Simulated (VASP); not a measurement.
# Nb (Im-3m) in VASP: a series of runs

The runs below take Nb through single point, relaxation of volume and atoms at fixed shape, with r2SCAN.

Everything below comes from runs of VASP 6.6.1. Logs are shortened: lines on timing, memory, paths and dates and some standing lists are left out, and cuts for length are marked.

## Step 1: The cell of the first run

The structure is cubic, space group Im-3m (No. 229). Conventional cell: a = 3.310 Å, b = 3.310 Å, c = 3.310 Å, α = 90.00°, β = 90.00°, γ = 90.00°. Within 3.8 Å of Nb (site symmetry m-3m) lie 14 Nb at 2.87 to 3.31 Å.

## Step 2: Single point, r2SCAN

The input, POSCAR:

```
Nb
1.0
    2.8662471646     -0.0000000159     -0.0000000275
   -0.9554157066      2.7023237475     -0.0000000275
   -0.9554157066     -1.3511618341      2.3402810375
Nb
1
Direct
    0.0000000000      0.0000000000      0.0000000000
```

The input, INCAR.step1:

```
SYSTEM = Nb
ALGO = Normal
EDIFF = 1E-4
ENCUT = 520
GGA = PE
ISMEAR = 1
LASPH = .True.
LCHARG = .False.
LREAL = .False.
LWAVE = .True.
NBANDS = 12
NELM = 100
PREC = Accurate
SIGMA = 0.1
```

The input, INCAR.step2:

```
SYSTEM = Nb
ALGO = Normal
EDIFF = 1E-7
ENCUT = 520
ISIF = 2
ISMEAR = 1
ISTART = 1
LASPH = .True.
LCHARG = .False.
LMIXTAU = .True.
LREAL = .False.
LWAVE = .False.
METAGGA = R2SCAN
NBANDS = 12
NELM = 100
PREC = Accurate
SIGMA = 0.1
```

The input, KPOINTS:

```
k-points
0
Gamma
  7 7 7
  0 0 0
```

Potentials or basis: VASP PAW PBE potentials, release 64 (Nb_sv).

Command:

```
> cat potpaw_PBE.64/Nb_sv/POTCAR > POTCAR
> cp INCAR.step1 INCAR
> mpirun -np 1 vasp_std > vasp.out
> cp INCAR.step2 INCAR
> mpirun -np 1 vasp_std > vasp.out
```

OUTCAR:

```text
SYSTEM = Nb
   EDIFF = 1E-7
   ENCUT = 520
   ISIF = 2
   ISMEAR = 1
   ISTART = 1
   LASPH = .True.
   LREAL = .False.
   METAGGA = R2SCAN
   NELM = 100
   PREC = Accurate

 ion  position               nearest neighbor table
   1  0.000  0.000  0.000-

  LATTYP: Found a body centered cubic cell.
 ALAT       =     3.3096571441

  Lattice vectors:

 A1 = (   2.8662471646,  -0.0000000159,  -0.0000000275)
 A2 = (  -0.9554157066,   2.7023237475,  -0.0000000275)
 A3 = (  -0.9554157066,  -1.3511618341,   2.3402810375)

Analysis of symmetry for initial positions (statically):
=====================================================================
 Subroutine PRICEL returns:
 Original cell was already a primitive cell.

 Routine SETGRP: Setting up the symmetry group for a
 body centered cubic supercell.

 Subroutine GETGRP returns: Found 48 space group operations
 (whereof 48 operations were pure point group operations)
 out of a pool of 48 trial point group operations.

The static configuration has the point symmetry O_h .

Analysis of symmetry for dynamics (positions and initial velocities):
=====================================================================
 Subroutine PRICEL returns:
 Original cell was already a primitive cell.

 Routine SETGRP: Setting up the symmetry group for a
 body centered cubic supercell.

 Subroutine GETGRP returns: Found 48 space group operations
 (whereof 48 operations were pure point group operations)
 out of a pool of 48 trial point group operations.

The dynamic configuration has the point symmetry O_h .

 Subroutine INISYM returns: Found 48 space group operations
 (whereof 48 operations are pure point group operations),
 and found     1 'primitive' translations

----------------------------------------------------------------------------------------

                                     Primitive cell

  volume of cell :      18.1267

  direct lattice vectors                    reciprocal lattice vectors
     2.866247165 -0.000000016 -0.000000028     0.348888268  0.123350630  0.213649552
    -0.955415707  2.702323747 -0.000000028     0.000000004  0.370051890  0.213649552
    -0.955415707 -1.351161834  2.340281038     0.000000004  0.000000006  0.427299113

  length of vectors
     2.866247165  2.866247165  2.866247165     0.427299113  0.427299113  0.427299113

  position of ions in fractional coordinates (direct lattice)
     0.000000000  0.000000000  0.000000000

  ion indices of the primitive-cell ions
[... 77 lines left out ...]
   POTIM  = 0.5000    time-step for ionic-motion
   TEBEG  =    0.0;   TEEND  =   0.0 temperature during run
   PSTRESS=    0.0 pullay stress
   NELECT =      13.0000    total number of electrons
   NUPDOWN=      -1.0000    fix difference up-down
   EMIN   =  10.00;   EMAX   =-10.00  energy-range for DOS
   EFERMI =   0.00;   METHOD = LEGACY
   ISMEAR =     1;   SIGMA  =   0.10  broadening in eV -4-tet -1-fermi 0-gaus
   EFERMI_NEDOS =   21; number of points for ismear=-14 and -15
   IALGO  =     38    algorithm
   IMIX   =      4    mixing-type and parameters
     AMIX     =   0.40;   BMIX     =  1.00
     AMIX_MAG =   1.60;   BMIX_MAG =  1.00
  volume/ion in A,a.u.               =      18.13       122.33
  Fermi-wavevector in a.u.,A,eV,Ry     =   1.465378  2.769163 29.216227  2.147332
  Thomas-Fermi vector in A             =   2.581242
   LORBIT       =      0    0 simple, 1 ext, 2 COOP (PROOUT), +10 PAW based schemes
   METAGGA = R2SCAN    functional components
   LHFCALC =     F    Hartree Fock is set to
   AEXX    =    0.0000 exact exchange contribution
   IVDW    =     0    specifies the selected vdW correction
   LEPSILON=     F    determine dielectric tensor
   LRPA    =     F    only Hartree local field effects (RPA)
 non-spin polarized calculation
 Methfessel and Paxton  Order N= 1 SIGMA  =   0.10
  energy-cutoff  :      520.00
  volume of cell :       18.13
 maximum number of plane-waves:       498
 NGX is ok and might be reduce to    24
   NGX = 11   NGY = 11   NGZ = 11

 number of electron      13.0000000 magnetization

 Free energy of the ion-electron system (eV)
  ---------------------------------------------------
  ext. energy  EPLUGINS =         0.00000000
  ---------------------------------------------------
  free energy    TOTEN  =       -24.81758477 eV

  energy without entropy =      -24.81538809  energy(sigma->0) =      -24.81685255

 E-fermi :  10.9264     XC(G=0): -13.5934

 val. band max:       10.9045734135   @ k =   0.2857   0.1429  -0.0000
 cond. band min:      10.9874604670   @ k =   0.1429  -0.0000  -0.0000
 fundamental gap:      0.0828870535
 Fermi energy:        10.9264024146

 k-point     1 :       0.0000    0.0000    0.0000
  band No.  band energies     occupation
      1     -45.1545      2.00000
      2     -19.7057      2.00000
      3     -19.7057      2.00000
      4     -19.7057      2.00000
      5       4.7683      2.00000
      6      11.4824     -0.00000
      7      11.4824     -0.00000
      8      11.4824     -0.00000
      9      14.5674      0.00000
     10      14.5674      0.00000
     11      25.9030      0.00000
     12      25.9030      0.00000
[... 271 lines left out ...]
 k-point    20 :      -0.4286    0.4286    0.4286
  band No.  band energies     occupation
      1     -44.7303      2.00000
      2     -20.6725      2.00000
      3     -20.6184      2.00000
      4     -20.6184      2.00000
      5       7.4200      2.00000
      6       7.5392      2.00000
      7      15.5798      0.00000
      8      15.5798      0.00000
      9      16.4542      0.00000
     10      19.4896      0.00000
     11      22.2510      0.00000
     12      22.2510      0.00000

------------------------ aborting loop because EDIFF is reached ----------------------------------------

  FORCE on cell =-STRESS in cart. coord.  units (eV):
  Direction    XX          YY          ZZ          XY          YZ          ZX
  --------------------------------------------------------------------------------------
  -------------------------------------------------------------------------------------
  Total        0.0064911      0.0064911      0.0064911     -0.0000000     -0.0000000     -0.0000000
  in kB        0.5737323      0.5737323      0.5737323     -0.0000000     -0.0000000     -0.0000000
  external PRESSURE =       0.5737323 kB  Pullay stress =       0.0000000 kB

 VOLUME and BASIS-vectors are now :
 -----------------------------------------------------------------------------
  energy-cutoff  :      520.00
  volume of cell :       18.13
      direct lattice vectors                 reciprocal lattice vectors
     2.866247165 -0.000000016 -0.000000028     0.348888268  0.123350630  0.213649552
    -0.955415707  2.702323747 -0.000000028     0.000000004  0.370051890  0.213649552
    -0.955415707 -1.351161834  2.340281038     0.000000004  0.000000006  0.427299113

 POSITION                                       TOTAL-FORCE (eV/Angst)
 -----------------------------------------------------------------------------------
      0.00000      0.00000      0.00000         0.000000      0.000000      0.000000
 -----------------------------------------------------------------------------------
    total drift:                                0.000000      0.000000      0.000000

  FREE ENERGIE OF THE ION-ELECTRON SYSTEM (eV)
  ---------------------------------------------------
  free  energy   TOTEN  =       -24.8175847727 eV

  energy  without entropy=      -24.8153880910  energy(sigma->0) =      -24.81685255
```

OUTCAR.step1:

```text
SYSTEM = Nb
   EDIFF = 1E-4
   ENCUT = 520
   GGA = PE
   ISMEAR = 1
   LASPH = .True.
[... 511 lines left out ...]
 -----------------------------------------------------------------------------------
      0.00000      0.00000      0.00000         0.000000      0.000000     -0.000000
 -----------------------------------------------------------------------------------
    total drift:                                0.000000     -0.000000      0.000000

  FREE ENERGIE OF THE ION-ELECTRON SYSTEM (eV)
  ---------------------------------------------------
  free  energy   TOTEN  =       -10.1894542879 eV

  energy  without entropy=      -10.1856414068  energy(sigma->0) =      -10.18818333
```

It took 20 s on 1 thread of Intel Xeon 6975P-C (Granite Rapids), shared host; peak memory 0.13 GiB.

Results:

```yaml
Free_energy: -24.8176 eV
Pressure: 0.1 GPa
```

Levels at points of the mesh, in eV from the Fermi level:
```tsv
k point	band 4	band 5	band 6	band 7	band 8	band 9
(0.00, 0.00, 0.00)	-30.63	-6.16	0.56	0.56	0.56	3.64
```

Caveat: the k points lie up to 0.38 Å⁻¹ apart; the PAW data sets were made with another functional, which shifts forces and pressure a little.

## Step 3: Relaxation of volume and atoms at fixed shape, r2SCAN

This run uses another cell than the first one, of 18.43 Å³/atom, 1.017 times its volume.

The input, POSCAR:

```
Nb
1.0
    2.8820460000      0.0000000000      0.0000000000
   -0.9606819699      2.7172190377      0.0000000000
   -0.9606819699     -1.3586094550      2.3531807511
Nb
1
Direct
    0.0000000000      0.0000000000      0.0000000000
```

The input, INCAR.step1:

```
SYSTEM = Nb
  PREC = Accurate
  ENCUT = 600
  ISMEAR = 1
  SIGMA = 0.1
  LREAL = .FALSE.
  LASPH = .TRUE.
  NELM = 60
  GGA = PE
  ALGO = Normal
  EDIFF = 1E-4
  LWAVE = .TRUE.
  LCHARG = .FALSE.
```

The input, INCAR.step2:

```
SYSTEM = Nb
  PREC = Accurate
  ENCUT = 600
  EDIFF = 1E-6
  ISMEAR = 1
  SIGMA = 0.1
  LREAL = .FALSE.
  LASPH = .TRUE.
  NELM = 60
  ALGO = Normal
  ISIF = 8
  LWAVE = .FALSE.
  LCHARG = .FALSE.
  METAGGA = R2SCAN
  LMIXTAU = .TRUE.
  IBRION = 2
  NSW = 60
  EDIFFG = -0.03
  ISTART = 1
```

The input, KPOINTS:

```
regular mesh
0
G
  7 7 7
  0 0 0
```

Potentials or basis: VASP PAW PBE potentials, release 64 (Nb_sv).

Command:

```
> cat potpaw_PBE.64/Nb_sv/POTCAR > POTCAR
> cp INCAR.step1 INCAR
> mpirun -np 1 vasp_std > vasp.out
> cp INCAR.step2 INCAR
> mpirun -np 1 vasp_std > vasp.out
```

OUTCAR:

```text
SYSTEM = Nb
   PREC = Accurate
   ENCUT = 600
   EDIFF = 1E-6
   ISMEAR = 1
   LREAL = .FALSE.
   LASPH = .TRUE.
   NELM = 60
   ISIF = 8
   METAGGA = R2SCAN
   IBRION = 2
   NSW = 60
   EDIFFG = -0.03
   ISTART = 1

 ion  position               nearest neighbor table
   1  0.000  0.000  0.000-

  LATTYP: Found a body centered cubic cell.
 ALAT       =     3.3279000678

  Lattice vectors:

 A1 = (   2.8820460000,   0.0000000000,   0.0000000000)
 A2 = (  -0.9606819699,   2.7172190377,   0.0000000000)
 A3 = (  -0.9606819699,  -1.3586094550,   2.3531807511)

Analysis of symmetry for initial positions (statically):
=====================================================================
 Subroutine PRICEL returns:
 Original cell was already a primitive cell.

 Routine SETGRP: Setting up the symmetry group for a
 body centered cubic supercell.

 Subroutine GETGRP returns: Found 48 space group operations
 (whereof 48 operations were pure point group operations)
 out of a pool of 48 trial point group operations.

The static configuration has the point symmetry O_h .

Analysis of symmetry for dynamics (positions and initial velocities):
=====================================================================
 Subroutine PRICEL returns:
 Original cell was already a primitive cell.

 Routine SETGRP: Setting up the symmetry group for a
 body centered cubic supercell.

 Subroutine GETGRP returns: Found 48 space group operations
 (whereof 48 operations were pure point group operations)
 out of a pool of 48 trial point group operations.

The dynamic configuration has the point symmetry O_h .

 Subroutine INISYM returns: Found 48 space group operations
 (whereof 48 operations are pure point group operations),
 and found     1 'primitive' translations

----------------------------------------------------------------------------------------

                                     Primitive cell

[... 94 lines left out ...]
   NELECT =      13.0000    total number of electrons
   NUPDOWN=      -1.0000    fix difference up-down
   EMIN   =  10.00;   EMAX   =-10.00  energy-range for DOS
   EFERMI =   0.00;   METHOD = LEGACY
   ISMEAR =     1;   SIGMA  =   0.10  broadening in eV -4-tet -1-fermi 0-gaus
   EFERMI_NEDOS =   21; number of points for ismear=-14 and -15
   IALGO  =     38    algorithm
   IMIX   =      4    mixing-type and parameters
     AMIX     =   0.40;   BMIX     =  1.00
     AMIX_MAG =   1.60;   BMIX_MAG =  1.00
  volume/ion in A,a.u.               =      18.43       124.36
  Fermi-wavevector in a.u.,A,eV,Ry     =   1.457345  2.753982 28.896789  2.123854
  Thomas-Fermi vector in A             =   2.574157
   LORBIT       =      0    0 simple, 1 ext, 2 COOP (PROOUT), +10 PAW based schemes
   METAGGA = R2SCAN    functional components
   LHFCALC =     F    Hartree Fock is set to
   AEXX    =    0.0000 exact exchange contribution
   IVDW    =     0    specifies the selected vdW correction
   LEPSILON=     F    determine dielectric tensor
   LRPA    =     F    only Hartree local field effects (RPA)
 conjugate gradient relaxation of ions
 non-spin polarized calculation
 Methfessel and Paxton  Order N= 1 SIGMA  =   0.10
  energy-cutoff  :      600.00
  volume of cell :       18.43
 maximum number of plane-waves:       630
   NGX = 11   NGY = 11   NGZ = 11

--------------------------------------- Ionic step        1  -------------------------------------------

 number of electron      12.9999999 magnetization

 Free energy of the ion-electron system (eV)
  ---------------------------------------------------
  ext. energy  EPLUGINS =         0.00000000
  ---------------------------------------------------
  free energy    TOTEN  =       -24.81400749 eV

  energy without entropy =      -24.81187724  energy(sigma->0) =      -24.81329741

------------------------ aborting loop because EDIFF is reached ----------------------------------------

  FORCE on cell =-STRESS in cart. coord.  units (eV):
  Direction    XX          YY          ZZ          XY          YZ          ZX
  --------------------------------------------------------------------------------------
  -------------------------------------------------------------------------------------
  Total       -0.2792900     -0.2792900     -0.2792900     -0.0000000     -0.0000000     -0.0000000
  in kB      -24.2820372    -24.2820374    -24.2820382     -0.0000003     -0.0000007     -0.0000005
  external PRESSURE =     -24.2820376 kB  Pullay stress =       0.0000000 kB
[... 57 lines left out ...]
--------------------------------------- Ionic step        3  -------------------------------------------

 number of electron      13.0000000 magnetization

 Free energy of the ion-electron system (eV)
  ---------------------------------------------------
  ext. energy  EPLUGINS =         0.00000000
  ---------------------------------------------------
  free energy    TOTEN  =       -24.81622391 eV

  energy without entropy =      -24.81403419  energy(sigma->0) =      -24.81549401

 E-fermi :  10.9136     XC(G=0): -13.5883

 val. band max:       10.8915062009   @ k =   0.2857   0.1429  -0.0000
 cond. band min:      10.9759281916   @ k =   0.1429   0.0000  -0.0000
 fundamental gap:      0.0844219908
 Fermi energy:        10.9135589784

 k-point     1 :       0.0000    0.0000    0.0000
  band No.  band energies     occupation
      1     -45.1683      2.00000
      2     -19.7213      2.00000
      3     -19.7213      2.00000
      4     -19.7213      2.00000
      5       4.7566      2.00000
      6      11.4701     -0.00000
      7      11.4701     -0.00000
      8      11.4701     -0.00000
      9      14.5522      0.00000
     10      14.5522      0.00000
[... 273 lines left out ...]
  FREE ENERGIE OF THE ION-ELECTRON SYSTEM (eV)
  ---------------------------------------------------
  free  energy   TOTEN  =       -24.8162239130 eV

  energy  without entropy=      -24.8140341901  energy(sigma->0) =      -24.81549401

 reached required accuracy - stopping structural energy minimisation
```

OSZICAR.step1:

```text
N       E                     dE             d eps       ncg     rms          rms(c)
DAV:   1     0.128499832095E+03    0.12850E+03   -0.80251E+03   400   0.142E+03
DAV:   2    -0.438753011058E+01   -0.13289E+03   -0.13041E+03   416   0.469E+02
DAV:   3    -0.103018951475E+02   -0.59144E+01   -0.56169E+01   580   0.841E+01
DAV:   4    -0.106386635423E+02   -0.33677E+00   -0.33561E+00   552   0.193E+01
DAV:   5    -0.106580308404E+02   -0.19367E-01   -0.19359E-01   624   0.359E+00    0.688E+00
DAV:   6    -0.102278721800E+02    0.43016E+00   -0.85078E-01   620   0.124E+01    0.237E+00
DAV:   7    -0.101825997628E+02    0.45272E-01   -0.23810E-01   622   0.646E+00    0.930E-01
DAV:   8    -0.101876647448E+02   -0.50650E-02   -0.12576E-02   464   0.165E+00    0.107E-01
DAV:   9    -0.101876664862E+02   -0.17413E-05   -0.17114E-03   716   0.532E-01    0.372E-02
DAV:  10    -0.101876774643E+02   -0.10978E-04   -0.24074E-05   244   0.853E-02
   1 F= -.10187677E+02 E0= -.10186490E+02  d E =-.356112E-02
```

Run time: 43 s. Hardware: 1 thread of Intel Xeon 6975P-C (Granite Rapids), shared host; peak memory 0.14 GiB.

What came out:

```yaml
Free_energy: -24.8162 eV
Relaxed_volume: 18.14 Å³/atom
Relaxed_cell: a = 2.867 Å, b = 2.867 Å, c = 2.867 Å, α = 109.47°, β = 109.47°, γ = 109.47°
Space_group_after_relaxing_to_0.05_Å: Im-3m (No. 229)
Energy_gained_by_relaxing: 2.2 meV/atom
Ionic_steps: 3
Pressure_after_relaxing: 0.0 GPa
```

Step by step:
```csv
step,energy change (eV),largest force (eV/Å),pressure (GPa),volume (Å³)
1,0.0000,0.0000,-2.43,18.43
2,0.0035,0.0000,4.16,17.69
3,-0.0022,0.0000,-0.03,18.14
```

Final structure:
```yaml
crystal:
  lattice:
    - [2.86707, 0.00000, 0.00000]
    - [-0.95569, 2.70310, 0.00000]
    - [-0.95569, -1.35155, 2.34095]
  atoms:
    - { symbol: Nb, position: [0.00000, 0.00000, 0.00000] }
```

Levels at points of the mesh, in eV from the Fermi level:
```
           k point  band 3  band 4  band 5  band 6  band 7  band 8  band 9  band 10
(0.00, 0.00, 0.00)  -30.63  -30.63   -6.16    0.56    0.56    0.56    3.64     3.64
```

Caveat: the k points lie up to 0.38 Å⁻¹ apart in the final cell; the PAW data sets were made with another functional, which shifts forces and pressure a little.
